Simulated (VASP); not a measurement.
Here is a VASP 6.6.1 calculation.

Contents of INCAR:

```
SYSTEM = AlN
  PREC = Accurate
  ENCUT = 520
  EDIFF = 1E-6
  ISMEAR = 0
  SIGMA = 0.05
  LREAL = .FALSE.
  LASPH = .TRUE.
  NELM = 60
  ALGO = Normal
  ISIF = 2
  LWAVE = .FALSE.
  LCHARG = .FALSE.
  GGA = CA
  NBANDS = 16
```

The input KPOINTS:

```
regular mesh
0
G
  9 9 6
  0 0 0
```

The input POSCAR:

```
AlN
1.0
    3.0886152983      0.0000000000     -0.1544307649
   -1.5443076491      2.6748193108      0.0772153825
   -0.2471792133      0.0000000000      5.0093339367
Al N
2 2
Direct
    0.3389653631      0.6663910245      0.0033217364
    0.6725743386      0.3336089755      0.5033217364
    0.3288115121      0.6691627259      0.3816782636
    0.6596487862      0.3308372741      0.8816782636
```

Potentials or basis: VASP PAW LDA potentials, release 64 (Al, N).

Launch:

```sh
$ cat potpaw_LDA.64/Al/POTCAR potpaw_LDA.64/N/POTCAR > POTCAR
$ mpirun -np 1 vasp_std > vasp.out
```

(1) What does it give for the pressure?

(2) Predict the band gap on the k mesh.

Results:

(1) -1.9 GPa.

(2) 4.02 eV, direct.

Caveat: the cell differs from its parent crystal (engineering shear strain xz -0.1000, normal strain along z +0.0133).
